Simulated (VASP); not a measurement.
# CsH (I4/mmm) in VASP: a series of runs

The runs below take CsH through single point, with LDA.

All numbers are computed with VASP 6.6.1; they aren't measurements. Logs are shortened: lines on timing, memory, paths and dates and some standing lists are left out, and cuts for length are marked.

**1. The cell of the first run**

It takes space group I4/mmm (No. 139, tetragonal). The conventional cell has a = 4.250 Å, b = 4.250 Å, c = 6.468 Å, α = 90.00°, β = 90.00°, γ = 90.00°. Within 4.0 Å of Cs (site symmetry 4/mmm) lie 6 H at 3.01 to 3.23 Å. Within 4.0 Å of H (site symmetry 4/mmm) lie 6 Cs at 3.01 to 3.23 Å.

**2. Single point, LDA (uniaxial strain along c: +6.0 %)**

INCAR

```
SYSTEM = CsH
ALGO = Normal
EDIFF = 1E-6
ENCUT = 520
ISIF = 2
ISMEAR = 0
LASPH = .TRUE.
LCHARG = .FALSE.
LREAL = .FALSE.
LWAVE = .FALSE.
NBANDS = 18
NELM = 60
PREC = Accurate
SIGMA = 0.02
```

KPOINTS

```
k-points
0
G
  6 6 6
  0 0 0
```

POSCAR

```
CsH
1.0
    3.0053514575      3.0053514575      0.0000000000
   -3.0053514575      3.0053514575      0.0000000000
    0.0000000000      0.0000000000      6.4683706497
Cs H
2 2
Direct
    0.0000000000      0.0000000000      0.0000000000
    0.5000000000      0.5000000000      0.5000000000
    0.5000000000      0.5000000000      0.0000000000
    0.0000000000      0.0000000000      0.5000000000
```

Potentials or basis: VASP PAW LDA potentials, release 64 (Cs_sv, H).

Command:

```
$ cat potpaw_LDA.64/Cs_sv/POTCAR potpaw_LDA.64/H/POTCAR > POTCAR
$ mpirun -np 1 vasp_std > vasp.out
```

OUTCAR:

```text
SYSTEM = CsH
   EDIFF = 1E-6
   ENCUT = 520
   ISIF = 2
   ISMEAR = 0
   LASPH = .TRUE.
   LREAL = .FALSE.
   NELM = 60
   PREC = Accurate

 ion  position               nearest neighbor table
   1  0.000  0.000  0.000-
   2  0.500  0.500  0.500-
   3  0.500  0.500  0.000-
   4  0.000  0.000  0.500-

  LATTYP: Found a simple tetragonal cell.
 ALAT       =     4.2502087909
 C/A-ratio  =     1.5218947981

  Lattice vectors:

 A1 = (   3.0053514575,   3.0053514575,   0.0000000000)
 A2 = (  -3.0053514575,   3.0053514575,   0.0000000000)
 A3 = (   0.0000000000,   0.0000000000,   6.4683706497)

Analysis of symmetry for initial positions (statically):
=====================================================================
 Subroutine PRICEL returns following result:

  LATTYP: Found a body centered tetragonal cell.
 ALAT       =     4.2502087909
 C/A-ratio  =     1.5218947981

  Lattice vectors:

 A1 = (   3.0053514575,   0.0000000000,  -3.2341853248)
 A2 = (  -3.0053514575,   0.0000000000,  -3.2341853249)
 A3 = (   0.0000000000,   3.0053514575,   3.2341853249)

   2 primitive cells build up your supercell.

 Routine SETGRP: Setting up the symmetry group for a
 simple tetragonal supercell.

 Subroutine GETGRP returns: Found 16 space group operations
 (whereof 16 operations were pure point group operations)
 out of a pool of 16 trial point group operations.

The static configuration has the point symmetry D_4h.

Analysis of symmetry for dynamics (positions and initial velocities):
=====================================================================
 Subroutine PRICEL returns following result:

  LATTYP: Found a body centered tetragonal cell.
 ALAT       =     4.2502087909
 C/A-ratio  =     1.5218947981

  Lattice vectors:

 A1 = (   3.0053514575,   0.0000000000,  -3.2341853248)
 A2 = (  -3.0053514575,   0.0000000000,  -3.2341853249)
 A3 = (   0.0000000000,   3.0053514575,   3.2341853249)

   2 primitive cells build up your supercell.

 Routine SETGRP: Setting up the symmetry group for a
 simple tetragonal supercell.

 Subroutine GETGRP returns: Found 16 space group operations
 (whereof 16 operations were pure point group operations)
 out of a pool of 16 trial point group operations.

The dynamic configuration has the point symmetry D_4h.

 Subroutine INISYM returns: Found 16 space group operations
 (whereof 16 operations are pure point group operations),
 and found     2 'primitive' translations

----------------------------------------------------------------------------------------

                                     Primitive cell

  volume of cell :      58.4232

  direct lattice vectors                    reciprocal lattice vectors
     3.005351458  0.000000000 -3.234185325     0.166369893  0.166369893 -0.154598438
    -3.005351458  0.000000000 -3.234185325    -0.166369893  0.166369893 -0.154598438
     0.000000000  3.005351458  3.234185325     0.000000000  0.332739786  0.000000000

  length of vectors
     4.414984949  4.414984949  4.414984949     0.281528968  0.281528968  0.332739786

  position of ions in fractional coordinates (direct lattice)
     0.000000000  0.000000000  0.000000000
     0.500000000  0.500000000  0.000000000

  ion indices of the primitive-cell ions
   primitive index   ion index
                 1           1
                 2           4

----------------------------------------------------------------------------------------

 KPOINTS: k-points

Automatic generation of k-mesh.
 Grid dimensions read from file:
 generate k-points for:    6    6    6

 Generating k-lattice:

  Cartesian coordinates                     Fractional coordinates (reciprocal lattice)
     0.027728315  0.027728315  0.000000000     0.166666667  0.000000000  0.000000000
    -0.027728315  0.027728315  0.000000000     0.000000000  0.166666667  0.000000000
     0.000000000  0.000000000  0.025766406     0.000000000  0.000000000  0.166666667

  Length of vectors
     0.039213760  0.039213760  0.025766406

  Shift w.r.t. Gamma in fractional coordinates (k-lattice)
     0.000000000  0.000000000  0.000000000

 Subroutine IBZKPT returns following result:
 ===========================================

 Found     40 irreducible k-points:

 Following reciprocal coordinates:
            Coordinates               Weight
  0.000000  0.000000  0.000000      1.000000
  0.166667  0.000000  0.000000      4.000000
  0.333333  0.000000  0.000000      4.000000
  0.500000  0.000000  0.000000      2.000000
  0.166667  0.166667  0.000000      4.000000
  0.333333  0.166667  0.000000      8.000000
[... 16 lines left out ...]
  0.333333  0.000000  0.333333      8.000000
  0.500000  0.000000  0.333333      4.000000
 [... further k-points ...]
   k-points           NKPTS =     40   k-points in BZ     NKDIM =     40   number of bands    NBANDS=     18
   number of dos      NEDOS =    301   number of ions     NIONS =      4
   total plane-waves  NPLWV =  49152
   dimension x,y,z NGX =    32 NGY =   32 NGZ =   48
   dimension x,y,z NGXF=    64 NGYF=   64 NGZF=   96
   ions per type =               2   2
   NGX,Y,Z   is equivalent  to a cutoff of  12.52, 12.52, 12.34 a.u.
   NGXF,Y,Z  is equivalent  to a cutoff of  25.03, 25.03, 24.67 a.u.
 SYSTEM =  CsH
   PREC   = accura    normal or accurate (medium, high low for compatibility)
   ISTART =      0    job   : 0-new  1-cont  2-samecut
   ICHARG =      2    charge: 1-file 2-atom 10-const
   ISPIN  =      1    spin polarized calculation?
   LNONCOLLINEAR =      F non collinear calculations
   LSORBIT =      F    spin-orbit coupling
   LASPH  =      T    aspherical Exc in radial PAW
   ENCUT  =  520.0 eV  38.22 Ry    6.18 a.u.   7.90  7.90 12.03*2*pi/ulx,y,z
   NELM   =     60;   NELMIN=  2; NELMDL= -5     # of ELM steps
   EDIFF  = 0.1E-05   stopping-criterion for ELM
   LREAL  =      F    real-space projection
   EDIFFG = 0.1E-04   stopping-criterion for IOM
   NSW    =      0    number of steps for IOM
   IBRION =     -1    ionic relax: 0-MD 1-quasi-New 2-CG
   NFREE  =      0    steps in history (QN), initial steepest desc. (CG)
   ISIF   =      2    stress and relaxation
   ISYM   =      2    0-nonsym 1-usesym 2-fastsym
   POTIM  = 0.5000    time-step for ionic-motion
   TEBEG  =    0.0;   TEEND  =   0.0 temperature during run
   PSTRESS=    0.0 pullay stress
   NELECT =      20.0000    total number of electrons
   NUPDOWN=      -1.0000    fix difference up-down
   EMIN   =  10.00;   EMAX   =-10.00  energy-range for DOS
   EFERMI =   0.00;   METHOD = LEGACY
   ISMEAR =     0;   SIGMA  =   0.02  broadening in eV -4-tet -1-fermi 0-gaus
   EFERMI_NEDOS =   21; number of points for ismear=-14 and -15
   IALGO  =     38    algorithm
   IMIX   =      4    mixing-type and parameters
     AMIX     =   0.40;   BMIX     =  1.00
     AMIX_MAG =   1.60;   BMIX_MAG =  1.00
  volume/ion in A,a.u.               =      29.21       197.13
  Fermi-wavevector in a.u.,A,eV,Ry     =   0.908963  1.717692 11.241328  0.826214
  Thomas-Fermi vector in A             =   2.032952
   LORBIT       =      0    0 simple, 1 ext, 2 COOP (PROOUT), +10 PAW based schemes
   GGA     = CA    functional components
   LHFCALC =     F    Hartree Fock is set to
   AEXX    =    0.0000 exact exchange contribution
   IVDW    =     0    specifies the selected vdW correction
   LEPSILON=     F    determine dielectric tensor
   LRPA    =     F    only Hartree local field effects (RPA)
 non-spin polarized calculation
 Gauss-broadening in eV      SIGMA  =   0.02
  energy-cutoff  :      520.00
  volume of cell :      116.85
 maximum number of plane-waves:      3168
 NGX is ok and might be reduce to    32
   NGX = 15   NGY = 15   NGZ = 25

 number of electron      19.9999999 magnetization

 Free energy of the ion-electron system (eV)
  ---------------------------------------------------
  ext. energy  EPLUGINS =         0.00000000
  ---------------------------------------------------
  free energy    TOTEN  =        -9.80906875 eV

  energy without entropy =       -9.80906875  energy(sigma->0) =       -9.80906875

 E-fermi :   0.7212     XC(G=0):  -7.9041

 val. band max:        0.6119739646   @ k =   0.5000   0.0000   0.5000
 cond. band min:       2.3568321441   @ k =   0.5000   0.0000   0.5000
 fundamental gap:      1.7448581795
 Fermi energy:         0.7212399831

 k-point     1 :       0.0000    0.0000    0.0000
  band No.  band energies     occupation
      1     -20.9446      2.00000
      2     -20.8074      2.00000
      3      -8.2963      2.00000
      4      -7.5393      2.00000
      5      -7.5393      2.00000
      6      -7.3238      2.00000
[... 10 lines left out ...]
     17       7.6974      0.00000
     18       8.0133      0.00000

 k-point     2 :       0.1667    0.0000    0.0000
  band No.  band energies     occupation
      1     -20.9224      2.00000
      2     -20.8030      2.00000
      3      -8.2196      2.00000
      4      -7.7373      2.00000
      5      -7.5019      2.00000
      6      -7.4920      2.00000
[... 10 lines left out ...]
     17       7.1610      0.00000
     18       7.2312      0.00000

 k-point     3 :       0.3333    0.0000    0.0000
  band No.  band energies     occupation
      1     -20.8706      2.00000
      2     -20.8010      2.00000
      3      -8.0785      2.00000
      4      -8.0151      2.00000
      5      -7.9497      2.00000
      6      -7.5188      2.00000
[... 10 lines left out ...]
     17       6.4399      0.00000
     18       6.8329      0.00000

 k-point     4 :       0.5000    0.0000    0.0000
  band No.  band energies     occupation
      1     -20.8223      2.00000
      2     -20.8223      2.00000
      3      -8.1938      2.00000
      4      -8.1938      2.00000
      5      -7.7527      2.00000
      6      -7.7527      2.00000
[... 10 lines left out ...]
     17       7.3131      0.00000
     18       7.3136      0.00000

 k-point     5 :       0.1667    0.1667    0.0000
  band No.  band energies     occupation
      1     -20.9015      2.00000
      2     -20.7976      2.00000
      3      -8.1488      2.00000
      4      -7.7301      2.00000
      5      -7.6572      2.00000
      6      -7.5849      2.00000
[... 10 lines left out ...]
     17       6.2371      0.00000
     18       6.7224      0.00000

 k-point     6 :       0.3333    0.1667    0.0000
  band No.  band energies     occupation
      1     -20.8533      2.00000
      2     -20.7927      2.00000
      3      -8.0428      2.00000
      4      -7.9622      2.00000
      5      -7.9558      2.00000
      6      -7.5754      2.00000
[... 10 lines left out ...]
     17       6.4849      0.00000
     18       7.1533      0.00000

 k-point     7 :       0.5000    0.1667    0.0000
  band No.  band energies     occupation
      1     -20.8096      2.00000
      2     -20.8096      2.00000
      3      -8.1686      2.00000
      4      -8.1686      2.00000
      5      -7.7286      2.00000
      6      -7.7286      2.00000
[... 10 lines left out ...]
     17       7.4125      0.00000
     18       7.4136      0.00000

 k-point     8 :       0.3333    0.3333    0.0000
  band No.  band energies     occupation
      1     -20.8148      2.00000
      2     -20.7795      2.00000
      3      -8.0760      2.00000
      4      -8.0651      2.00000
      5      -7.8292      2.00000
      6      -7.7483      2.00000
[... 10 lines left out ...]
     17       7.3937      0.00000
     18       7.6872      0.00000
[... 229 lines left out ...]
     17       7.7202      0.00000
     18       7.7202      0.00000

 k-point    20 :       0.5000    0.5000    0.1667
  band No.  band energies     occupation
      1     -20.7712      2.00000
      2     -20.7712      2.00000
      3      -8.2034      2.00000
      4      -8.2034      2.00000
      5      -7.7645      2.00000
      6      -7.7645      2.00000
[... 10 lines left out ...]
     17       9.4652      0.00000
     18       9.5298      0.00000

 k-point    21 :       0.0000    0.0000    0.3333
  band No.  band energies     occupation
      1     -20.9107      2.00000
      2     -20.8421      2.00000
      3      -8.1012      2.00000
      4      -7.6257      2.00000
      5      -7.4668      2.00000
      6      -7.4668      2.00000
[... 10 lines left out ...]
     17       7.5085      0.00000
     18       7.5094      0.00000

 k-point    22 :       0.1667    0.0000    0.3333
  band No.  band energies     occupation
      1     -20.8928      2.00000
      2     -20.8331      2.00000
      3      -8.1261      2.00000
      4      -7.8030      2.00000
      5      -7.5871      2.00000
      6      -7.4381      2.00000
[... 10 lines left out ...]
     17       6.7878      0.00000
     18       7.2203      0.00000

 k-point    23 :       0.3333    0.0000    0.3333
  band No.  band energies     occupation
      1     -20.8531      2.00000
      2     -20.8183      2.00000
      3      -8.2954      2.00000
      4      -8.1823      2.00000
      5      -7.6343      2.00000
      6      -7.4329      2.00000
[... 10 lines left out ...]
     17       6.8088      0.00000
     18       7.6617      0.00000

 k-point    24 :       0.5000    0.0000    0.3333
  band No.  band energies     occupation
      1     -20.8219      2.00000
      2     -20.8219      2.00000
      3      -8.3898      2.00000
      4      -8.3898      2.00000
      5      -7.5303      2.00000
      6      -7.5303      2.00000
[... 10 lines left out ...]
     17       7.5908      0.00000
     18       7.5908      0.00000

 [... further k-points ...]

------------------------ aborting loop because EDIFF is reached ----------------------------------------

  FORCE on cell =-STRESS in cart. coord.  units (eV):
  Direction    XX          YY          ZZ          XY          YZ          ZX
  --------------------------------------------------------------------------------------
  -------------------------------------------------------------------------------------
  Total        0.3685414      0.3685414     -1.0406001      0.0000000      0.0000000      0.0000000
  in kB        5.0533738      5.0533738    -14.2685235      0.0000000      0.0000000      0.0000000
  external PRESSURE =      -1.3872586 kB  Pullay stress =       0.0000000 kB

 VOLUME and BASIS-vectors are now :
 -----------------------------------------------------------------------------
  energy-cutoff  :      520.00
  volume of cell :      116.85
      direct lattice vectors                 reciprocal lattice vectors
     3.005351458  3.005351458  0.000000000     0.166369893  0.166369893  0.000000000
    -3.005351458  3.005351458  0.000000000    -0.166369893  0.166369893  0.000000000
     0.000000000  0.000000000  6.468370650     0.000000000  0.000000000  0.154598438

 POSITION                                       TOTAL-FORCE (eV/Angst)
 -----------------------------------------------------------------------------------
      0.00000      0.00000      0.00000         0.000000      0.000000      0.000000
      0.00000      3.00535      3.23419        -0.000000      0.000000     -0.000000
      0.00000      3.00535      0.00000         0.000000     -0.000000      0.000000
      0.00000      0.00000      3.23419         0.000000     -0.000000      0.000000
 -----------------------------------------------------------------------------------
    total drift:                               -0.000000      0.000000     -0.000000

  FREE ENERGIE OF THE ION-ELECTRON SYSTEM (eV)
  ---------------------------------------------------
  free  energy   TOTEN  =        -9.8090687538 eV

  energy  without entropy=       -9.8090687538  energy(sigma->0) =       -9.80906875
```

Run time: 44 s. Hardware: 1 thread of Intel Xeon Platinum 8559C (Emerald Rapids), shared host; peak memory 0.22 GiB.

What came out:

* Free energy: -9.8091 eV
* Pressure: -0.1 GPa
* Band gap on the k mesh: 1.74 eV

Caveat: the cell differs from its parent crystal (uniaxial strain along c: +6.0 %); spin-orbit coupling is left out, which moves the levels of the heavy elements. A k mesh can miss the band edges.

(Continued in part 2 of 2.)
